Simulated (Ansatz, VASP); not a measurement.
This is a calculation of NiO for Ansatz 0.2.0.

input.yaml

```yaml
crystal:
  lattice:
    - [0.0, 2.1133508634, 2.1133508634]
    - [2.1133508634, 0.0, 2.1133508634]
    - [2.1133508634, 2.1133508634, 0.0]
  atoms:
    - { symbol: Ni, position: [0.0, 0.0, 0.0], spin: 1.0 }
    - { symbol: O, position: [0.5, 0.5, 0.5] }
hamiltonian:
  xc: pbe
  pseudopotentials: { kind: paw }
  dispersion: d3bj
magnetization:
  spin_polarized: true
kpoints:
  mp_grid: { grid: [11, 11, 11] }
scf:
  occupations: { method: fermi_dirac, width: 0.05 }
output:
  forces: true
  stress: true
  eigenvalues: true
```

Potentials or basis: Ansatz PAW.

Launch:

```console
$ ansatz run input.yaml --threads 2 --pin off --max-ram 5120MiB --backend cpu --events-out ev --progress --plain --runs-dir out
```

Task: Set up the same calculation for VASP 6.6.1. Potentials there: VASP PAW PBE potentials, release 64 (Ni, O).

Result: As run (the cutoff follows the program's own potentials):

Contents of INCAR:

```
PREC = Accurate
ENCUT = 520
EDIFF = 1E-6
ISMEAR = -1
SIGMA = 0.05
LREAL = F
LASPH = T
NELM = 150
ALGO = Normal
ISIF = 2
LWAVE = F
LCHARG = F
ISPIN = 2
MAGMOM = 1 0
LORBIT = 11
LMAXMIX = 4
GGA = PE
IVDW = 12
NBANDS = 19
```

KPOINTS

```
regular mesh
0
Gamma
  11 11 11
```

Contents of POSCAR:

```
NiO
1.0
    0.0000000000      2.1133508634      2.1133508634
    2.1133508634      0.0000000000      2.1133508634
    2.1133508634      2.1133508634      0.0000000000
Ni O
1 1
Direct
    0.0000000000      0.0000000000      0.0000000000
    0.5000000000      0.5000000000      0.5000000000
```

Potentials or basis: VASP PAW PBE potentials, release 64 (Ni, O).

Command:

```bash
$ cat potpaw_PBE.64/Ni/POTCAR potpaw_PBE.64/O/POTCAR > POTCAR
$ mpirun -np 1 vasp_std > vasp.out
```

Both were run:

|  | VASP | Ansatz | Ansatz less VASP |
| --- | --- | --- | --- |
| gap on the k mesh at the Fermi level (eV) | none | none | - |
| pressure (GPa) | -5.5 | -5.1 | +0.41 |
| net moment per atom (μB) | 0.90 | 0.91 | +0.015 |
| size of the moment on the site where the two differ most (μB) | 0.28 | 0.30 | +0.022 |

Site moments also hang on the region over which each program counts them. A gap of «none» marks a metal or a gap that the smearing closes. VASP's potentials hold 16 valence electrons a cell and Ansatz's 24, so a difference there can come from the potentials and not from the codes.
